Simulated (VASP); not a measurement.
# Zr3O (P6_3/mmc) in VASP: single point with r2SCAN

Aim: the single point of Zr3O with r2SCAN.

Everything below comes from runs of VASP 6.6.1. Logs are shortened: lines on timing, memory, paths and dates and some standing lists are left out, and cuts for length are marked.

## (1) The cell of the first run

Symmetry: P6_3/mmc, No. 194, hexagonal system. Conventional cell: a = 5.931 Å, b = 5.931 Å, c = 4.760 Å, α = 90.00°, β = 90.00°, γ = 120.00°. Within 3.9 Å of Zr (site symmetry mm2) lie 4 O at 2.93 to 2.97 Å and 8 Zr at 2.93 to 2.97 Å. O (site symmetry -6m2) has 12 Zr at 2.93 to 2.97 Å within 3.9 Å.

## (2) Single point, r2SCAN

POSCAR

```
Zr3O
1.0
    5.9307286752      0.0000000000      0.0000000000
   -2.9653643376      5.1361616957      0.0000000000
    0.0000000000      0.0000000000      4.7603248277
Zr O
6 2
Direct
    0.8330000000      0.6660000000      0.2500000000
    0.1670000000      0.8330000000      0.7500000000
    0.3340000000      0.1670000000      0.2500000000
    0.1670000000      0.3340000000      0.7500000000
    0.8330000000      0.1670000000      0.2500000000
    0.6660000000      0.8330000000      0.7500000000
    0.3333333333      0.6666666667      0.2500000000
    0.6666666667      0.3333333333      0.7500000000
```

INCAR.step1

```
SYSTEM = Zr3O
ALGO = Normal
EDIFF = 1E-4
ENCUT = 520
GGA = PE
ISMEAR = 0
LASPH = .True.
LCHARG = .False.
LREAL = .False.
LWAVE = .True.
NBANDS = 52
NELM = 80
PREC = Accurate
SIGMA = 0.1
```

INCAR.step2

```
SYSTEM = Zr3O
ALGO = Normal
EDIFF = 1E-6
ENCUT = 520
ISIF = 2
ISMEAR = 0
ISTART = 1
LASPH = .True.
LCHARG = .False.
LMIXTAU = .True.
LREAL = .False.
LWAVE = .False.
METAGGA = R2SCAN
NBANDS = 52
NELM = 80
PREC = Accurate
SIGMA = 0.1
```

KPOINTS

```
k-points
0
Gamma
  6 6 4
  0 0 0
```

Potentials or basis: VASP PAW PBE potentials, release 64 (Zr_sv, O).

Launch:

```
> cat potpaw_PBE.64/Zr_sv/POTCAR potpaw_PBE.64/O/POTCAR > POTCAR
> cp INCAR.step1 INCAR
> mpirun -np 1 vasp_std > vasp.out
> cp INCAR.step2 INCAR
> mpirun -np 1 vasp_std > vasp.out
```

OUTCAR:

```text
SYSTEM = Zr3O
   EDIFF = 1E-6
   ENCUT = 520
   ISIF = 2
   ISMEAR = 0
   ISTART = 1
   LASPH = .True.
   LREAL = .False.
   METAGGA = R2SCAN
   NELM = 80
   PREC = Accurate

 ion  position               nearest neighbor table
   1  0.833  0.666  0.250-   8 2.93   8 2.93   2 2.93   2 2.93   6 2.93   6 2.93   5 2.96   3 2.96
                             3 2.97   5 2.97
   2  0.167  0.833  0.750-   7 2.93   7 2.93   1 2.93   1 2.93   3 2.93   3 2.93   6 2.96   4 2.96
                             6 2.97   4 2.97
   3  0.334  0.167  0.250-   8 2.93   8 2.93   4 2.93   4 2.93   2 2.93   2 2.93   5 2.96   1 2.96
                             5 2.97   1 2.97
   4  0.167  0.334  0.750-   7 2.93   7 2.93   3 2.93   3 2.93   5 2.93   5 2.93   2 2.96   6 2.96
                             2 2.97   6 2.97
   5  0.833  0.167  0.250-   8 2.93   8 2.93   4 2.93   4 2.93   6 2.93   6 2.93   3 2.96   1 2.96
                             3 2.97   1 2.97
   6  0.666  0.833  0.750-   7 2.93   7 2.93   1 2.93   1 2.93   5 2.93   5 2.93   2 2.96   4 2.96
                             2 2.97   4 2.97
   7  0.333  0.667  0.250-   2 2.93   2 2.93   6 2.93   6 2.93   4 2.93   4 2.93
   8  0.667  0.333  0.750-   5 2.93   5 2.93   3 2.93   3 2.93   1 2.93   1 2.93

  LATTYP: Found a hexagonal cell.
 ALAT       =     5.9307286752
 C/A-ratio  =     0.8026542923

  Lattice vectors:

 A1 = (   5.9307286752,   0.0000000000,   0.0000000000)
 A2 = (  -2.9653643376,   5.1361616957,   0.0000000000)
 A3 = (   0.0000000000,   0.0000000000,   4.7603248277)

Analysis of symmetry for initial positions (statically):
=====================================================================
 Subroutine PRICEL returns:
 Original cell was already a primitive cell.

 Routine SETGRP: Setting up the symmetry group for a
 hexagonal supercell.

 Subroutine GETGRP returns: Found 24 space group operations
 (whereof 12 operations were pure point group operations)
 out of a pool of 24 trial point group operations.

The static configuration has the point symmetry D_3d.
 The point group associated with its full space group is D_6h.

Analysis of symmetry for dynamics (positions and initial velocities):
=====================================================================
 Subroutine PRICEL returns:
 Original cell was already a primitive cell.

 Routine SETGRP: Setting up the symmetry group for a
 hexagonal supercell.

 Subroutine GETGRP returns: Found 24 space group operations
 (whereof 12 operations were pure point group operations)
 out of a pool of 24 trial point group operations.

The dynamic configuration has the point symmetry D_3d.
 The point group associated with its full space group is D_6h.

 Subroutine INISYM returns: Found 24 space group operations
 (whereof 12 operations are pure point group operations),
 and found     1 'primitive' translations

----------------------------------------------------------------------------------------

                                     Primitive cell

  volume of cell :     145.0051

  direct lattice vectors                    reciprocal lattice vectors
     5.930728675  0.000000000  0.000000000     0.168613345  0.097348960  0.000000000
    -2.965364338  5.136161696  0.000000000     0.000000000  0.194697920  0.000000000
     0.000000000  0.000000000  4.760324828     0.000000000  0.000000000  0.210069698

  length of vectors
     5.930728675  5.930728675  4.760324828     0.194697920  0.194697920  0.210069698

  position of ions in fractional coordinates (direct lattice)
     0.833000000  0.666000000  0.250000000
     0.167000000  0.833000000  0.750000000
     0.334000000  0.167000000  0.250000000
     0.167000000  0.334000000  0.750000000
     0.833000000  0.167000000  0.250000000
     0.666000000  0.833000000  0.750000000
     0.333333333  0.666666667  0.250000000
     0.666666667  0.333333333  0.750000000

  ion indices of the primitive-cell ions
   primitive index   ion index
                 1           1
                 2           2
                 3           3
                 4           4
                 5           5
                 6           6
                 7           7
                 8           8

----------------------------------------------------------------------------------------

 KPOINTS: k-points

Automatic generation of k-mesh.
 Grid dimensions read from file:
 generate k-points for:    6    6    4

 Generating k-lattice:

  Cartesian coordinates                     Fractional coordinates (reciprocal lattice)
     0.028102224  0.016224827  0.000000000     0.166666667 -0.000000000  0.000000000
     0.000000000  0.032449653  0.000000000     0.000000000  0.166666667  0.000000000
     0.000000000  0.000000000  0.052517425     0.000000000  0.000000000  0.250000000

  Length of vectors
     0.032449653  0.032449653  0.052517425

  Shift w.r.t. Gamma in fractional coordinates (k-lattice)
     0.000000000  0.000000000  0.000000000

 Subroutine IBZKPT returns following result:
 ===========================================

 Found     21 irreducible k-points:

 Following reciprocal coordinates:
            Coordinates               Weight
  0.000000  0.000000  0.000000      1.000000
  0.166667  0.000000  0.000000      6.000000
  0.333333 -0.000000  0.000000      6.000000
  0.500000 -0.000000  0.000000      3.000000
  0.166667  0.166667  0.000000      6.000000
  0.333333  0.166667  0.000000     12.000000
[... 13 lines left out ...]
  0.333333  0.166667  0.500000     12.000000
  0.333333  0.333333  0.500000      2.000000
   k-points           NKPTS =     21   k-points in BZ     NKDIM =     21   number of bands    NBANDS=     52
   number of dos      NEDOS =    301   number of ions     NIONS =      8
   total plane-waves  NPLWV =  82944
   dimension x,y,z NGX =    48 NGY =   48 NGZ =   36
   dimension x,y,z NGXF=    96 NGYF=   96 NGZF=   72
   ions per type =               6   2
   NGX,Y,Z   is equivalent  to a cutoff of  13.46, 13.46, 12.57 a.u.
   NGXF,Y,Z  is equivalent  to a cutoff of  26.91, 26.91, 25.14 a.u.
 SYSTEM =  Zr3O
   PREC   = accura    normal or accurate (medium, high low for compatibility)
   ISTART =      1    job   : 0-new  1-cont  2-samecut
   ICHARG =      0    charge: 1-file 2-atom 10-const
   ISPIN  =      1    spin polarized calculation?
   LNONCOLLINEAR =      F non collinear calculations
   LSORBIT =      F    spin-orbit coupling
   LASPH  =      T    aspherical Exc in radial PAW
   ENCUT  =  520.0 eV  38.22 Ry    6.18 a.u.  11.03 11.03  8.85*2*pi/ulx,y,z
   NELM   =     80;   NELMIN=  2; NELMDL=  0     # of ELM steps
   EDIFF  = 0.1E-05   stopping-criterion for ELM
   LREAL  =      F    real-space projection
   EDIFFG = 0.1E-04   stopping-criterion for IOM
   NSW    =      0    number of steps for IOM
   IBRION =     -1    ionic relax: 0-MD 1-quasi-New 2-CG
   NFREE  =      0    steps in history (QN), initial steepest desc. (CG)
   ISIF   =      2    stress and relaxation
   ISYM   =      2    0-nonsym 1-usesym 2-fastsym
   POTIM  = 0.5000    time-step for ionic-motion
   TEBEG  =    0.0;   TEEND  =   0.0 temperature during run
   PSTRESS=    0.0 pullay stress
   NELECT =      84.0000    total number of electrons
   NUPDOWN=      -1.0000    fix difference up-down
   EMIN   =  10.00;   EMAX   =-10.00  energy-range for DOS
   EFERMI =   0.00;   METHOD = LEGACY
   ISMEAR =     0;   SIGMA  =   0.10  broadening in eV -4-tet -1-fermi 0-gaus
   EFERMI_NEDOS =   21; number of points for ismear=-14 and -15
   IALGO  =     38    algorithm
   IMIX   =      4    mixing-type and parameters
     AMIX     =   0.40;   BMIX     =  1.00
     AMIX_MAG =   1.60;   BMIX_MAG =  1.00
  volume/ion in A,a.u.               =      18.13       122.32
  Fermi-wavevector in a.u.,A,eV,Ry     =   1.364709  2.578927 25.339918  1.862431
  Thomas-Fermi vector in A             =   2.491001
   LORBIT       =      0    0 simple, 1 ext, 2 COOP (PROOUT), +10 PAW based schemes
   METAGGA = R2SCAN    functional components
   LHFCALC =     F    Hartree Fock is set to
   AEXX    =    0.0000 exact exchange contribution
   IVDW    =     0    specifies the selected vdW correction
   LEPSILON=     F    determine dielectric tensor
   LRPA    =     F    only Hartree local field effects (RPA)
 non-spin polarized calculation
 Gauss-broadening in eV      SIGMA  =   0.10
  energy-cutoff  :      520.00
  volume of cell :      145.01
 maximum number of plane-waves:      3918
 NGX is ok and might be reduce to    48
   NGX = 23   NGY = 23   NGZ = 17

 number of electron      84.0000000 magnetization

 Free energy of the ion-electron system (eV)
  ---------------------------------------------------
  ext. energy  EPLUGINS =         0.00000000
  ---------------------------------------------------
  free energy    TOTEN  =      -146.87680341 eV

  energy without entropy =     -146.81907834  energy(sigma->0) =     -146.84794088

 E-fermi :   9.2758     XC(G=0): -12.1361

 val. band max:        9.2725200235   @ k =   0.3333   0.1667   0.2500
 cond. band min:       9.2868750253   @ k =   0.0000   0.0000   0.2500
 fundamental gap:      0.0143550018
 Fermi energy:         9.2757726786

 k-point     1 :       0.0000    0.0000    0.0000
  band No.  band energies     occupation
      1     -41.0906      2.00000
      2     -40.8286      2.00000
      3     -40.8286      2.00000
      4     -40.8069      2.00000
      5     -40.6915      2.00000
      6     -40.6915      2.00000
[... 44 lines left out ...]
     51      12.6862      0.00000
     52      12.6862      0.00000

 k-point     2 :       0.1667    0.0000    0.0000
  band No.  band energies     occupation
      1     -41.0763      2.00000
      2     -40.8453      2.00000
      3     -40.8292      2.00000
      4     -40.8015      2.00000
      5     -40.6954      2.00000
      6     -40.6911      2.00000
[... 44 lines left out ...]
     51      12.4343      0.00000
     52      12.6334      0.00000

 k-point     3 :       0.3333   -0.0000    0.0000
  band No.  band energies     occupation
      1     -41.0390      2.00000
      2     -40.8893      2.00000
      3     -40.8302      2.00000
      4     -40.7849      2.00000
      5     -40.7072      2.00000
      6     -40.6901      2.00000
[... 44 lines left out ...]
     51      11.7086      0.00000
     52      11.9242      0.00000
[... 881 lines left out ...]
 k-point    20 :       0.3333    0.1667    0.5000
  band No.  band energies     occupation
      1     -40.8881      2.00000
      2     -40.8881      2.00000
      3     -40.8245      2.00000
      4     -40.8245      2.00000
      5     -40.7603      2.00000
      6     -40.7603      2.00000
[... 44 lines left out ...]
     51      11.6893      0.00000
     52      11.6895      0.00000

 k-point    21 :       0.3333    0.3333    0.5000
  band No.  band energies     occupation
      1     -40.8591      2.00000
      2     -40.8591      2.00000
      3     -40.8537      2.00000
      4     -40.8537      2.00000
      5     -40.7604      2.00000
      6     -40.7604      2.00000
[... 44 lines left out ...]
     51      11.6168      0.00000
     52      11.6386      0.00000

------------------------ aborting loop because EDIFF is reached ----------------------------------------

  FORCE on cell =-STRESS in cart. coord.  units (eV):
  Direction    XX          YY          ZZ          XY          YZ          ZX
  --------------------------------------------------------------------------------------
  -------------------------------------------------------------------------------------
  Total       -3.0438171     -3.0438171      3.8192853     -0.0000000      0.0000000      0.0000000
  in kB      -33.6314666    -33.6314666     42.1996986     -0.0000000      0.0000000      0.0000000
  external PRESSURE =      -8.3544115 kB  Pullay stress =       0.0000000 kB

 VOLUME and BASIS-vectors are now :
 -----------------------------------------------------------------------------
  energy-cutoff  :      520.00
  volume of cell :      145.01
      direct lattice vectors                 reciprocal lattice vectors
     5.930728675  0.000000000  0.000000000     0.168613345  0.097348960  0.000000000
    -2.965364338  5.136161696  0.000000000     0.000000000  0.194697920  0.000000000
     0.000000000  0.000000000  4.760324828     0.000000000  0.000000000  0.210069698

 POSITION                                       TOTAL-FORCE (eV/Angst)
 -----------------------------------------------------------------------------------
      2.96536      3.42068      1.19008         0.000000     -0.634269      0.000000
     -1.47972      4.27842      3.57024         0.549293     -0.317134      0.000000
      1.48565      0.85774      1.19008         0.549293      0.317134      0.000000
      0.00000      1.71548      3.57024        -0.000000      0.634269      0.000000
      4.44508      0.85774      1.19008        -0.549293      0.317134     -0.000000
      1.47972      4.27842      3.57024        -0.549293     -0.317134     -0.000000
     -0.00000      3.42411      1.19008        -0.000000     -0.000000      0.000000
      2.96536      1.71205      3.57024         0.000000     -0.000000      0.000000
 -----------------------------------------------------------------------------------
    total drift:                               -0.000001      0.000000     -0.000000

  FREE ENERGIE OF THE ION-ELECTRON SYSTEM (eV)
  ---------------------------------------------------
  free  energy   TOTEN  =      -146.8768034110 eV

  energy  without entropy=     -146.8190783445  energy(sigma->0) =     -146.84794088
```

It took 9.5 min on 1 thread of Intel Xeon 6975P-C, shared host; peak memory 0.37 GiB.

What came out:

| Item | Value |
| --- | --- |
| Free energy | -146.8768 eV |
| Pressure | -0.8 GPa |
| Largest force | 0.634 eV/Å |
| Band gap on the k mesh | zero (band 42 reaches 9.64 eV, above the bottom of band 43 at 8.55 eV) |

Forces on the atoms (eV/Å):
```
Zr   0.000 -0.634  0.000
Zr   0.549 -0.317  0.000
Zr   0.549  0.317  0.000
Zr   0.000  0.634  0.000
Zr  -0.549  0.317  0.000
Zr  -0.549 -0.317  0.000
O    0.000  0.000  0.000
O    0.000  0.000  0.000
```

Stress tensor (GPa, compression positive):
```
-3.36  0.00  0.00
 0.00 -3.36  0.00
 0.00  0.00  4.22
```

Levels at points of the mesh, in eV from the Fermi level:
```tsv
k point	band 40	band 41	band 42	band 43	band 44	band 45
(0.00, 0.00, 0.00)	-1.22	-1.09	-1.09	-0.39	0.58	0.94
(0.50, 0.00, 0.00)	-0.27	-0.23	0.23	0.29	0.53	0.72
(0.00, 0.00, 0.50)	-1.31	-0.72	-0.72	-0.72	-0.72	-0.19
(0.50, 0.00, 0.50)	-0.85	0.32	0.32	0.41	0.41	0.77
```

Caveat: the PAW data sets were made with another functional, which shifts forces and pressure a little.
